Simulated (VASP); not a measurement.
# Cd (Fd-3m) in VASP: a series of runs

Cd is run at these levels: pbesol exchange, lda correlation; tasks: relaxation of cell and atoms.

Program: VASP 6.6.1. These are calculated values, not measurements. Logs are shortened: lines on timing, memory, paths and dates and some standing lists are left out, and cuts for length are marked.

## Step 1: The cell of the first run

Symmetry: Fd-3m, No. 227, cubic system. The conventional cell has a = 6.080 Å, b = 6.080 Å, c = 6.080 Å, α = 90.00°, β = 90.00°, γ = 90.00°. Within 3.5 Å of Cd (site symmetry -43m) lie 4 Cd at 2.63 Å.

This isn't the form of Cd at room conditions, which is hcp.

## Step 2: Relaxation of cell and atoms, pbesol exchange, lda correlation

INCAR

```
SYSTEM = Cd
PREC = Accurate
ENCUT = 500
EDIFF = 1E-7
ISMEAR = 1
SIGMA = 0.1
LREAL = .FALSE.
LASPH = .TRUE.
NELM = 120
ALGO = Normal
ISIF = 3
LWAVE = .FALSE.
LCHARG = .FALSE.
GGA = LIBXC
LIBXC1 = GGA_X_PBE_SOL
LIBXC2 = LDA_C_PW
IBRION = 2
NSW = 80
EDIFFG = -0.02
GGA_COMPAT = .FALSE.
NELMIN = 4
```

KPOINTS

```
regular mesh
0
G
  6 6 6
  0 0 0
```

POSCAR

```
Cd
1.0
    0.0000000000      3.0400000000      3.0400000000
    3.0400000000      0.0000000000      3.0400000000
    3.0400000000      3.0400000000      0.0000000000
Cd
2
Direct
    1.0000000000      1.0000000000      1.0000000000
    0.2500000000      0.2500000000      0.2500000000
```

Potentials or basis: VASP PAW PBE potentials, release 64 (Cd).

Launch:

```console
cat potpaw_PBE.64/Cd/POTCAR > POTCAR
mpirun -np 1 vasp_std > vasp.out
```

OUTCAR:

```text
SYSTEM = Cd
   PREC = Accurate
   ENCUT = 500
   EDIFF = 1E-7
   ISMEAR = 1
   LREAL = .FALSE.
   LASPH = .TRUE.
   NELM = 120
   ISIF = 3
   GGA = LIBXC
   IBRION = 2
   NSW = 80
   EDIFFG = -0.02
   NELMIN = 4

 ion  position               nearest neighbor table
   1  0.000  0.000  0.000-   2 2.63   2 2.63   2 2.63   2 2.63
   2  0.250  0.250  0.250-   1 2.63   1 2.63   1 2.63   1 2.63

  LATTYP: Found a face centered cubic cell.
 ALAT       =     6.0800000000

  Lattice vectors:

 A1 = (   0.0000000000,   3.0400000000,   3.0400000000)
 A2 = (   3.0400000000,   0.0000000000,   3.0400000000)
 A3 = (   3.0400000000,   3.0400000000,   0.0000000000)

Analysis of symmetry for initial positions (statically):
=====================================================================
 Subroutine PRICEL returns:
 Original cell was already a primitive cell.

 Routine SETGRP: Setting up the symmetry group for a
 face centered cubic supercell.

 Subroutine GETGRP returns: Found 48 space group operations
 (whereof 24 operations were pure point group operations)
 out of a pool of 48 trial point group operations.

The static configuration has the point symmetry T_d .
 The point group associated with its full space group is O_h .

Analysis of symmetry for dynamics (positions and initial velocities):
=====================================================================
 Subroutine PRICEL returns:
 Original cell was already a primitive cell.

 Routine SETGRP: Setting up the symmetry group for a
 face centered cubic supercell.

 Subroutine GETGRP returns: Found 48 space group operations
 (whereof 24 operations were pure point group operations)
 out of a pool of 48 trial point group operations.

The dynamic configuration has the point symmetry T_d .
 The point group associated with its full space group is O_h .

 Subroutine INISYM returns: Found 48 space group operations
 (whereof 24 operations are pure point group operations),
 and found     1 'primitive' translations

----------------------------------------------------------------------------------------

                                     Primitive cell

  volume of cell :      56.1889

  direct lattice vectors                    reciprocal lattice vectors
     0.000000000  3.040000000  3.040000000    -0.164473684  0.164473684  0.164473684
     3.040000000  0.000000000  3.040000000     0.164473684 -0.164473684  0.164473684
     3.040000000  3.040000000  0.000000000     0.164473684  0.164473684 -0.164473684

  length of vectors
     4.299209230  4.299209230  4.299209230     0.284876778  0.284876778  0.284876778

  position of ions in fractional coordinates (direct lattice)
     0.000000000  0.000000000  0.000000000
     0.250000000  0.250000000  0.250000000

  ion indices of the primitive-cell ions
   primitive index   ion index
                 1           1
                 2           2

----------------------------------------------------------------------------------------

 KPOINTS: regular mesh

Automatic generation of k-mesh.
 Grid dimensions read from file:
 generate k-points for:    6    6    6

 Generating k-lattice:

  Cartesian coordinates                     Fractional coordinates (reciprocal lattice)
    -0.027412281  0.027412281  0.027412281     0.166666667  0.000000000  0.000000000
     0.027412281 -0.027412281  0.027412281     0.000000000  0.166666667  0.000000000
     0.027412281  0.027412281 -0.027412281     0.000000000  0.000000000  0.166666667

  Length of vectors
     0.047479463  0.047479463  0.047479463

  Shift w.r.t. Gamma in fractional coordinates (k-lattice)
     0.000000000  0.000000000  0.000000000

 Subroutine IBZKPT returns following result:
 ===========================================

 Found     16 irreducible k-points:

 Following reciprocal coordinates:
            Coordinates               Weight
  0.000000  0.000000  0.000000      1.000000
  0.166667  0.000000  0.000000      8.000000
  0.333333  0.000000  0.000000      8.000000
  0.500000  0.000000  0.000000      4.000000
  0.166667  0.166667  0.000000      6.000000
  0.333333  0.166667  0.000000     24.000000
[... 8 lines left out ...]
 -0.333333  0.333333  0.166667     24.000000
 -0.333333  0.500000  0.166667     12.000000
   k-points           NKPTS =     16   k-points in BZ     NKDIM =     16   number of bands    NBANDS=     16
   number of dos      NEDOS =    301   number of ions     NIONS =      2
   total plane-waves  NPLWV =  32768
   dimension x,y,z NGX =    32 NGY =   32 NGZ =   32
   dimension x,y,z NGXF=    64 NGYF=   64 NGZF=   64
   ions per type =               2
   NGX,Y,Z   is equivalent  to a cutoff of  12.37, 12.37, 12.37 a.u.
   NGXF,Y,Z  is equivalent  to a cutoff of  24.75, 24.75, 24.75 a.u.
 SYSTEM =  Cd
   PREC   = accura    normal or accurate (medium, high low for compatibility)
   ISTART =      0    job   : 0-new  1-cont  2-samecut
   ICHARG =      2    charge: 1-file 2-atom 10-const
   ISPIN  =      1    spin polarized calculation?
   LNONCOLLINEAR =      F non collinear calculations
   LSORBIT =      F    spin-orbit coupling
   LASPH  =      T    aspherical Exc in radial PAW
   ENCUT  =  500.0 eV  36.75 Ry    6.06 a.u.   7.84  7.84  7.84*2*pi/ulx,y,z
   NELM   =    120;   NELMIN=  4; NELMDL= -5     # of ELM steps
   EDIFF  = 0.1E-06   stopping-criterion for ELM
   LREAL  =      F    real-space projection
   EDIFFG = -.2E-01   stopping-criterion for IOM
   NSW    =     80    number of steps for IOM
   IBRION =      2    ionic relax: 0-MD 1-quasi-New 2-CG
   NFREE  =      1    steps in history (QN), initial steepest desc. (CG)
   ISIF   =      3    stress and relaxation
   ISYM   =      2    0-nonsym 1-usesym 2-fastsym
   POTIM  = 0.5000    time-step for ionic-motion
   TEBEG  =    0.0;   TEEND  =   0.0 temperature during run
   PSTRESS=    0.0 pullay stress
   NELECT =      24.0000    total number of electrons
   NUPDOWN=      -1.0000    fix difference up-down
   EMIN   =  10.00;   EMAX   =-10.00  energy-range for DOS
   EFERMI =   0.00;   METHOD = LEGACY
   ISMEAR =     1;   SIGMA  =   0.10  broadening in eV -4-tet -1-fermi 0-gaus
   EFERMI_NEDOS =   21; number of points for ismear=-14 and -15
   IALGO  =     38    algorithm
   IMIX   =      4    mixing-type and parameters
     AMIX     =   0.40;   BMIX     =  1.00
     AMIX_MAG =   1.60;   BMIX_MAG =  1.00
  volume/ion in A,a.u.               =      28.09       189.59
  Fermi-wavevector in a.u.,A,eV,Ry     =   1.232901  2.329846 20.681478  1.520046
  Thomas-Fermi vector in A             =   2.367653
   LORBIT       =      0    0 simple, 1 ext, 2 COOP (PROOUT), +10 PAW based schemes
   GGA     = LIBXC    functional components
   LHFCALC =     F    Hartree Fock is set to
   AEXX    =    0.0000 exact exchange contribution
   IVDW    =     0    specifies the selected vdW correction
   LEPSILON=     F    determine dielectric tensor
   LRPA    =     F    only Hartree local field effects (RPA)
 conjugate gradient relaxation of ions
 non-spin polarized calculation
 Methfessel and Paxton  Order N= 1 SIGMA  =   0.10
  energy-cutoff  :      500.00
  volume of cell :       56.19
 maximum number of plane-waves:      1458
   NGX = 15   NGY = 15   NGZ = 15

--------------------------------------- Ionic step        1  -------------------------------------------

 number of electron      24.0000000 magnetization

 Free energy of the ion-electron system (eV)
  ---------------------------------------------------
  ext. energy  EPLUGINS =         0.00000000
  ---------------------------------------------------
  free energy    TOTEN  =         0.35076764 eV

  energy without entropy =        0.35302400  energy(sigma->0) =        0.35151976

------------------------ aborting loop because EDIFF is reached ----------------------------------------

  FORCE on cell =-STRESS in cart. coord.  units (eV):
  Direction    XX          YY          ZZ          XY          YZ          ZX
  --------------------------------------------------------------------------------------
  -------------------------------------------------------------------------------------
  Total        4.3670367      4.3670367      4.3670367     -0.0000000     -0.0000000      0.0000000
  in kB      124.5221692    124.5221692    124.5221692     -0.0000000     -0.0000000      0.0000000
  external PRESSURE =     124.5221692 kB  Pullay stress =       0.0000000 kB

 VOLUME and BASIS-vectors are now :
 -----------------------------------------------------------------------------
  energy-cutoff  :      500.00
  volume of cell :       56.19
      direct lattice vectors                 reciprocal lattice vectors
     0.000000000  3.040000000  3.040000000    -0.164473684  0.164473684  0.164473684
     3.040000000  0.000000000  3.040000000     0.164473684 -0.164473684  0.164473684
     3.040000000  3.040000000  0.000000000     0.164473684  0.164473684 -0.164473684

 POSITION                                       TOTAL-FORCE (eV/Angst)
 -----------------------------------------------------------------------------------
      0.00000      0.00000      0.00000         0.000000      0.000000      0.000000
      1.52000      1.52000      1.52000        -0.000000     -0.000000     -0.000000
 -----------------------------------------------------------------------------------
    total drift:                               -0.000000      0.000000      0.000000

  FREE ENERGIE OF THE ION-ELECTRON SYSTEM (eV)
  ---------------------------------------------------
  free  energy   TOTEN  =         0.3507676421 eV

  energy  without entropy=        0.3530240027  energy(sigma->0) =        0.35151976

--------------------------------------- Ionic step        2  -------------------------------------------

 number of electron      23.9999985 magnetization

 E-fermi :   0.0987     XC(G=0):  -7.9345

 val. band max:        0.0836924844   @ k =  -0.3333   0.3333   0.1667
 cond. band min:       0.3711403520   @ k =  -0.3333   0.5000   0.1667
 fundamental gap:      0.2874478676
 Fermi energy:         0.0987063900

 k-point     1 :       0.0000    0.0000    0.0000
  band No.  band energies     occupation
      1      -9.1484      2.00000
      2      -9.1484      2.00000
      3      -9.1484      2.00000
      4      -9.0998      2.00000
      5      -9.0998      2.00000
      6      -8.4892      2.00000
[... 8 lines left out ...]
     15       4.4933      0.00000
     16       5.4053      0.00000
[... 341 lines left out ...]
 POSITION                                       TOTAL-FORCE (eV/Angst)
 -----------------------------------------------------------------------------------
      0.00000      0.00000      0.00000         0.000000      0.000000      0.000000
      1.72501      1.72501      1.72501        -0.000000     -0.000000     -0.000000
 -----------------------------------------------------------------------------------
    total drift:                               -0.000000      0.000000      0.000000

  FREE ENERGIE OF THE ION-ELECTRON SYSTEM (eV)
  ---------------------------------------------------
  free  energy   TOTEN  =        -0.3244240418 eV

  energy  without entropy=       -0.3221588821  energy(sigma->0) =       -0.32366899

--------------------------------------- Ionic step        4  -------------------------------------------

 number of electron      24.0000025 magnetization

 Free energy of the ion-electron system (eV)
  ---------------------------------------------------
  ext. energy  EPLUGINS =         0.00000000
  ---------------------------------------------------
  free energy    TOTEN  =        -0.32673282 eV

  energy without entropy =       -0.32437296  energy(sigma->0) =       -0.32594620

 E-fermi :  -0.0573     XC(G=0):  -7.6951

 val. band max:       -0.0737098831   @ k =  -0.3333   0.3333   0.1667
 cond. band min:       0.1040592371   @ k =  -0.1667   0.1667   0.0000
 fundamental gap:      0.1777691202
 Fermi energy:        -0.0573035934

 k-point     1 :       0.0000    0.0000    0.0000
  band No.  band energies     occupation
      1      -9.2617      2.00000
      2      -9.2617      2.00000
      3      -9.2617      2.00000
      4      -9.2159      2.00000
      5      -9.2159      2.00000
      6      -8.6715      2.00000
[... 8 lines left out ...]
     15       3.8171      0.00000
     16       5.0143      0.00000
[... 305 lines left out ...]
 POSITION                                       TOTAL-FORCE (eV/Angst)
 -----------------------------------------------------------------------------------
      0.00000      0.00000      0.00000        -0.000000      0.000000      0.000000
      1.71231      1.71231      1.71231         0.000000     -0.000000     -0.000000
 -----------------------------------------------------------------------------------
    total drift:                               -0.000000      0.000000      0.000000

  FREE ENERGIE OF THE ION-ELECTRON SYSTEM (eV)
  ---------------------------------------------------
  free  energy   TOTEN  =        -0.3267328203 eV

  energy  without entropy=       -0.3243729640  energy(sigma->0) =       -0.32594620

 reached required accuracy - stopping structural energy minimisation
```

Wall time 19 s (1 thread of Intel Xeon 6975P-C (Granite Rapids), shared host); peak memory 0.17 GiB.

What came out:

* Free energy: -0.3267 eV
* Relaxed volume: 40.16 Å³/atom
* Relaxed cell: a = 4.843 Å, b = 4.843 Å, c = 4.843 Å, α = 60.00°, β = 60.00°, γ = 60.00°
* Space group after relaxing (to 0.1 Å): Fd-3m (No. 227)
* Energy gained by relaxing: 338.8 meV/atom
* Ionic steps: 4
* Pressure after relaxing: 0.0 GPa
* Band gap on the k mesh: zero (bands 12 and 13 overlap by 4.15 eV)

The path:
| step | energy change (eV) | largest force (eV/Å) | pressure (GPa) | volume (Å³) |
| --- | --- | --- | --- | --- |
| 1 | 0.0000 | 0.0000 | 12.45 | 56.19 |
| 2 | -0.6657 | 0.0000 | 0.95 | 75.88 |
| 3 | -0.6752 | 0.0000 | -0.35 | 82.13 |
| 4 | -0.6775 | 0.0000 | -0.05 | 80.33 |

Final structure:
```
Cd
1.0
     0.00000    3.42461    3.42461
     3.42461    0.00000    3.42461
     3.42461    3.42461    0.00000
Cd
2
Direct
  0.00000 0.00000 0.00000
  0.25000 0.25000 0.25000
```

Caveat: the volume moved by over 15 % at a fixed basis, so the end points are rough; the PAW data sets were made with another functional, which shifts forces and pressure a little.

(Part 1 of 2 ends here.)
